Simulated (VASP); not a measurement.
# GaN (Pmc2_1) in VASP: notebook

GaN is run at these levels: PBE; tasks: single point.

All numbers are computed with VASP 6.6.1; they aren't measurements. Logs are shortened: lines on timing, memory, paths and dates and some standing lists are left out, and cuts for length are marked.

## 1. The cell of the first run

The structure is orthorhombic, space group Pmc2_1 (No. 26). Conventional cell: a = 3.219 Å, b = 5.575 Å, c = 5.243 Å, α = 90.00°, β = 90.00°, γ = 90.00°. Ga (site symmetry m) has 4 N at 1.94 to 2.01 Å within 2.6 Å. Ga (site symmetry m) has 4 N at 1.91 to 2.00 Å within 2.5 Å. Within 2.6 Å of N (site symmetry m) lie 4 Ga at 1.94 to 2.01 Å. N (site symmetry m) has 4 Ga at 1.91 to 1.97 Å within 2.5 Å.

## 2. Single point, PBE (atoms displaced along a vibrational mode)

INCAR reads:

```
ALGO = Normal
EDIFF = 1E-6
ENCUT = 520
GGA = PE
ISIF = 2
ISMEAR = 0
LASPH = T
LCHARG = F
LREAL = F
LWAVE = F
NBANDS = 46
NELM = 60
PREC = Accurate
SIGMA = 0.05
```

KPOINTS reads:

```
k-points
0
Gamma
  8 6 6
```

POSCAR reads:

```
GaN
1.0
   -3.2185392732      0.0000000000      0.0000000000
    0.0000000000      0.0000000000     -5.2433778863
    0.0000000001     -5.5746735474      0.0000000000
Ga N
4 4
Direct
    0.5000000000      0.0015455925      0.1720278240
    0.0000000000     -0.0028226928      0.6613077290
    0.0000000000      0.4971773072      0.3386922710
    0.5000000000      0.5015455925      0.8279721760
    0.5000000000      0.6306648420      0.1675797902
    0.0000000000      0.6325606252      0.6657676111
    0.0000000000      0.1325606252      0.3342323889
    0.5000000000      0.1306648420      0.8324202098
```

Potentials or basis: VASP PAW PBE potentials, release 64 (Ga_d, N).

Command:

```bash
$ cat potpaw_PBE.64/Ga_d/POTCAR potpaw_PBE.64/N/POTCAR > POTCAR
$ mpirun -np 1 vasp_std > vasp.out
```

OUTCAR:

```text
EDIFF = 1E-6
   ENCUT = 520
   GGA = PE
   ISIF = 2
   ISMEAR = 0
   LASPH = T
   LREAL = F
   NELM = 60
   PREC = Accurate

 ion  position               nearest neighbor table
   1  0.500  0.002  0.172-   5 1.94   7 1.97   7 1.97   8 2.01
   2  0.000  0.997  0.661-   6 1.91   7 1.96   8 2.00   8 2.00
   3  0.000  0.497  0.339-   7 1.91   6 1.96   5 2.00   5 2.00
   4  0.500  0.502  0.828-   8 1.94   6 1.97   6 1.97   5 2.01
   5  0.500  0.631  0.168-   1 1.94   3 2.00   3 2.00   4 2.01
   6  0.000  0.633  0.666-   2 1.91   3 1.96   4 1.97   4 1.97
   7  0.000  0.133  0.334-   3 1.91   2 1.96   1 1.97   1 1.97
   8  0.500  0.131  0.832-   4 1.94   2 2.00   2 2.00   1 2.01

  LATTYP: Found a simple orthorhombic cell.
 ALAT       =     3.2185392732
 B/A-ratio  =     1.6291172613
 C/A-ratio  =     1.7320508076

  Lattice vectors:

 A1 = (  -3.2185392732,   0.0000000000,   0.0000000000)
 A2 = (   0.0000000000,   0.0000000000,  -5.2433778863)
 A3 = (   0.0000000001,  -5.5746735474,   0.0000000000)

Analysis of symmetry for initial positions (statically):
=====================================================================
 Subroutine PRICEL returns:
 Original cell was already a primitive cell.

 Routine SETGRP: Setting up the symmetry group for a
 simple orthorhombic supercell.

 Subroutine GETGRP returns: Found  4 space group operations
 (whereof  2 operations were pure point group operations)
 out of a pool of  8 trial point group operations.

The static configuration has the point symmetry C_1h.
 The point group associated with its full space group is C_2v.

Analysis of symmetry for dynamics (positions and initial velocities):
=====================================================================
 Subroutine PRICEL returns:
 Original cell was already a primitive cell.

 Routine SETGRP: Setting up the symmetry group for a
 simple orthorhombic supercell.

 Subroutine GETGRP returns: Found  4 space group operations
 (whereof  2 operations were pure point group operations)
 out of a pool of  8 trial point group operations.

The dynamic configuration has the point symmetry C_1h.
 The point group associated with its full space group is C_2v.

 Subroutine INISYM returns: Found  4 space group operations
 (whereof  2 operations are pure point group operations),
 and found     1 'primitive' translations
[... 109 lines left out ...]
   EDIFFG = 0.1E-04   stopping-criterion for IOM
   NSW    =      0    number of steps for IOM
   IBRION =     -1    ionic relax: 0-MD 1-quasi-New 2-CG
   NFREE  =      0    steps in history (QN), initial steepest desc. (CG)
   ISIF   =      2    stress and relaxation
   ISYM   =      2    0-nonsym 1-usesym 2-fastsym
   POTIM  = 0.5000    time-step for ionic-motion
   TEBEG  =    0.0;   TEEND  =   0.0 temperature during run
   PSTRESS=    0.0 pullay stress
   NELECT =      72.0000    total number of electrons
   NUPDOWN=      -1.0000    fix difference up-down
   EMIN   =  10.00;   EMAX   =-10.00  energy-range for DOS
   EFERMI =   0.00;   METHOD = LEGACY
   ISMEAR =     0;   SIGMA  =   0.05  broadening in eV -4-tet -1-fermi 0-gaus
   EFERMI_NEDOS =   21; number of points for ismear=-14 and -15
   IALGO  =     38    algorithm
   IMIX   =      4    mixing-type and parameters
     AMIX     =   0.40;   BMIX     =  1.00
     AMIX_MAG =   1.60;   BMIX_MAG =  1.00
  volume/ion in A,a.u.               =      11.76        79.36
  Fermi-wavevector in a.u.,A,eV,Ry     =   1.497462  2.829793 30.509608  2.242393
  Thomas-Fermi vector in A             =   2.609347
   LORBIT       =      0    0 simple, 1 ext, 2 COOP (PROOUT), +10 PAW based schemes
   GGA     = PE    functional components
   LHFCALC =     F    Hartree Fock is set to
   AEXX    =    0.0000 exact exchange contribution
   IVDW    =     0    specifies the selected vdW correction
   LEPSILON=     F    determine dielectric tensor
   LRPA    =     F    only Hartree local field effects (RPA)
 non-spin polarized calculation
 Gauss-broadening in eV      SIGMA  =   0.05
  energy-cutoff  :      520.00
  volume of cell :       94.08
 maximum number of plane-waves:      2568
 NGX is ok and might be reduce to    24
   NGX = 11   NGY = 19   NGZ = 21

 number of electron      72.0000019 magnetization

 Free energy of the ion-electron system (eV)
  ---------------------------------------------------
  ext. energy  EPLUGINS =         0.00000000
  ---------------------------------------------------
  free energy    TOTEN  =       -48.55728842 eV

  energy without entropy =      -48.55728842  energy(sigma->0) =      -48.55728842

 E-fermi :   5.3444     XC(G=0): -11.5155

 val. band max:        5.0693925095   @ k =   0.0000   0.0000   0.0000
 cond. band min:       6.7055784614   @ k =   0.0000   0.0000   0.0000
 fundamental gap:      1.6361859519
 Fermi energy:         5.3444175920

 k-point     1 :       0.0000    0.0000    0.0000
  band No.  band energies     occupation
      1     -10.7766      2.00000
      2     -10.0789      2.00000
      3      -9.7466      2.00000
      4      -9.7329      2.00000
      5      -8.4373      2.00000
      6      -8.4071      2.00000
[... 1165 lines left out ...]
     45      14.5194      0.00000
     46      14.6940      0.00000

 [... further k-points ...]

------------------------ aborting loop because EDIFF is reached ----------------------------------------

  FORCE on cell =-STRESS in cart. coord.  units (eV):
  Direction    XX          YY          ZZ          XY          YZ          ZX
  --------------------------------------------------------------------------------------
  -------------------------------------------------------------------------------------
  Total       -0.6876564     -0.6918305      2.0297134      0.0000000      0.0000000      0.0000000
  in kB      -11.7109649    -11.7820498     34.5665386      0.0000000      0.0000000      0.0000000
  external PRESSURE =       3.6911746 kB  Pullay stress =       0.0000000 kB

 VOLUME and BASIS-vectors are now :
 -----------------------------------------------------------------------------
  energy-cutoff  :      520.00
  volume of cell :       94.08
      direct lattice vectors                 reciprocal lattice vectors
    -3.218539273  0.000000000  0.000000000    -0.310699953 -0.000000000  0.000000000
     0.000000000  0.000000000 -5.243377886     0.000000000  0.000000000 -0.190716752
     0.000000000 -5.574673547  0.000000000     0.000000000 -0.179382701  0.000000000

 POSITION                                       TOTAL-FORCE (eV/Angst)
 -----------------------------------------------------------------------------------
     -1.60927     -0.95900     -0.00810        -0.000000      0.644626     -0.250541
      0.00000     -3.68657     -5.22858         0.000000     -0.663721     -0.873436
      0.00000     -1.88810     -2.60689        -0.000000      0.663721     -0.873436
     -1.60927     -4.61567     -2.62979         0.000000     -0.644626     -0.250541
     -1.60927     -0.93420     -3.30681         0.000000     -0.007021      0.488526
      0.00000     -3.71144     -3.31675         0.000000     -0.027973      0.635451
      0.00000     -1.86324     -0.69507        -0.000000      0.027973      0.635451
     -1.60927     -4.64047     -0.68513        -0.000000      0.007021      0.488526
 -----------------------------------------------------------------------------------
    total drift:                               -0.000000      0.000017     -0.000791

  FREE ENERGIE OF THE ION-ELECTRON SYSTEM (eV)
  ---------------------------------------------------
  free  energy   TOTEN  =       -48.5572884228 eV

  energy  without entropy=      -48.5572884228  energy(sigma->0) =      -48.55728842
```

OSZICAR:

```text
N       E                     dE             d eps       ncg     rms          rms(c)
DAV:   1     0.801281054139E+03    0.80128E+03   -0.32862E+04  8170   0.290E+03
DAV:   2     0.105134586302E+03   -0.69615E+03   -0.66041E+03  7600   0.715E+02
DAV:   3    -0.438534495964E+02   -0.14899E+03   -0.14420E+03  8566   0.219E+02
DAV:   4    -0.560484247525E+02   -0.12195E+02   -0.12076E+02  9392   0.646E+01
DAV:   5    -0.564252653876E+02   -0.37684E+00   -0.37614E+00  9288   0.118E+01    0.153E+01
DAV:   6    -0.482936093510E+02    0.81317E+01   -0.24561E+01 13702   0.544E+01    0.416E+00
DAV:   7    -0.485988160980E+02   -0.30521E+00   -0.40175E+00  8110   0.111E+01    0.380E+00
DAV:   8    -0.485784053644E+02    0.20411E-01   -0.35850E-01 11136   0.703E+00    0.958E-01
DAV:   9    -0.485558670269E+02    0.22538E-01   -0.11716E-01 11438   0.487E+00    0.448E-01
DAV:  10    -0.485569651573E+02   -0.10981E-02   -0.13210E-02  9556   0.108E+00    0.286E-01
DAV:  11    -0.485573498394E+02   -0.38468E-03   -0.12511E-03  9366   0.664E-01    0.598E-02
DAV:  12    -0.485572708688E+02    0.78971E-04   -0.58168E-04 10674   0.541E-01    0.357E-02
DAV:  13    -0.485572887311E+02   -0.17862E-04   -0.23398E-04  8680   0.954E-02    0.246E-02
DAV:  14    -0.485572879674E+02    0.76366E-06   -0.12001E-05  8966   0.426E-02    0.913E-03
DAV:  15    -0.485572884228E+02   -0.45539E-06   -0.62393E-06  7764   0.195E-02
   1 F= -.48557288E+02 E0= -.48557288E+02  d E =-.783024E-17
```

stdout:

```text
POSCAR found type information on POSCAR GaN
 POSCAR found :  2 types and       8 ions
 scaLAPACK will be used
 LDA part: xc-table for (Slater+PW92), standard interpolation
 POSCAR, INCAR and KPOINTS ok, starting setup
 FFT: planning ... GRIDC
 FFT: planning ... GRID_SOFT
 FFT: planning ... GRID
 WAVECAR not read
 entering main loop
```

Run time: 2.1 min. Hardware: 1 thread of Intel Xeon 6975P-C (Granite Rapids), shared host; peak memory 0.36 GiB.

Results:

```
Free energy            : -48.5573 eV
Pressure               : 0.4 GPa
Largest force          : 1.097 eV/Å
Band gap on the k mesh : 1.64 eV
```

Forces in eV/Å, atoms in the order of the input:
```
Ga   0.000  0.645 -0.251
Ga   0.000 -0.664 -0.873
Ga   0.000  0.664 -0.873
Ga   0.000 -0.645 -0.251
N    0.000 -0.007  0.489
N    0.000 -0.028  0.635
N    0.000  0.028  0.635
N    0.000  0.007  0.489
```

Caveat: the cell differs from its parent crystal (atoms displaced along a vibrational mode); forces of over 1 eV/Å act on the atoms, so gaps and moduli don't describe the material at rest.

## 3. Single point, PBE (atoms displaced along a vibrational mode)

INCAR reads:

```
SYSTEM = GaN
PREC = Accurate
ENCUT = 520
EDIFF = 1E-6
ISMEAR = 0
SIGMA = 0.05
LREAL = .FALSE.
LASPH = .TRUE.
NELM = 80
ALGO = Normal
ISIF = 2
LWAVE = .FALSE.
LCHARG = .FALSE.
GGA = PE
NBANDS = 46
```

KPOINTS reads:

```
Automatic mesh
0
G
  8 6 6
  0 0 0
```

POSCAR reads:

```
GaN
1.0
   -3.2185392732      0.0000000000      0.0000000000
    0.0000000000      0.0000000000     -5.2433778863
    0.0000000001     -5.5746735474      0.0000000000
Ga N
4 4
Direct
    0.5000000000      0.0068022756      0.1720239397
    0.0000000000      0.0024339903      0.6613038448
    0.0000000000      0.5024339903      0.3386961552
    0.5000000000      0.5068022756      0.8279760603
    0.5000000000      0.6044985167      0.1675551713
    0.0000000000      0.6063943000      0.6657429923
    0.0000000000      0.1063943000      0.3342570077
    0.5000000000      0.1044985167      0.8324448287
```

Potentials or basis: VASP PAW PBE potentials, release 64 (Ga_d, N).

Command:

```bash
$ cat potpaw_PBE.64/Ga_d/POTCAR potpaw_PBE.64/N/POTCAR > POTCAR
$ mpirun -np 1 vasp_std > vasp.out
```

Wall time 3.3 min (1 thread of AMD EPYC 9R45 (Zen 5), shared host); peak memory 0.33 GiB.

It converged, with:

* Free energy: -48.3663 eV
* Pressure: 1.3 GPa
* Largest force: 1.334 eV/Å
* Band gap on the k mesh: 1.56 eV

Forces in eV/Å, atoms in the order of the input:
```
Ga   0.000  0.771  1.088
Ga   0.000 -0.814  0.729
Ga   0.000  0.814  0.729
Ga   0.000 -0.771  1.088
N    0.000  0.034 -0.848
N    0.000 -0.086 -0.969
N    0.000  0.086 -0.969
N    0.000 -0.034 -0.848
```

Stress tensor (GPa, compression positive):
```
 3.83  0.00  0.00
 0.00  3.91  0.00
 0.00  0.00 -3.81
```

Levels at points of the mesh, in eV from the valence-band top:
```csv
k point,band 34,band 35,band 36,band 37,band 38,band 39
"(0.00, 0.00, 0.00)",-0.30,-0.29,0.00,1.56,3.67,4.71
"(0.50, 0.00, 0.00)",-2.48,-1.80,-1.56,5.83,6.15,6.19
"(0.00, 0.50, 0.00)",-0.75,-0.73,-0.73,3.84,3.84,4.23
"(0.50, 0.50, 0.00)",-1.66,-1.41,-1.41,5.43,5.43,5.62
"(0.00, 0.00, 0.50)",-0.78,-0.61,-0.52,3.86,3.99,5.41
"(0.50, 0.00, 0.50)",-1.86,-1.49,-1.37,4.55,4.87,5.10
"(0.00, 0.50, 0.50)",-1.75,-1.36,-1.36,4.87,4.87,5.09
"(0.50, 0.50, 0.50)",-1.87,-1.62,-1.62,4.08,4.08,4.36
```

Caveat: the cell differs from its parent crystal (atoms displaced along a vibrational mode); forces of over 1 eV/Å act on the atoms, so gaps and moduli don't describe the material at rest.
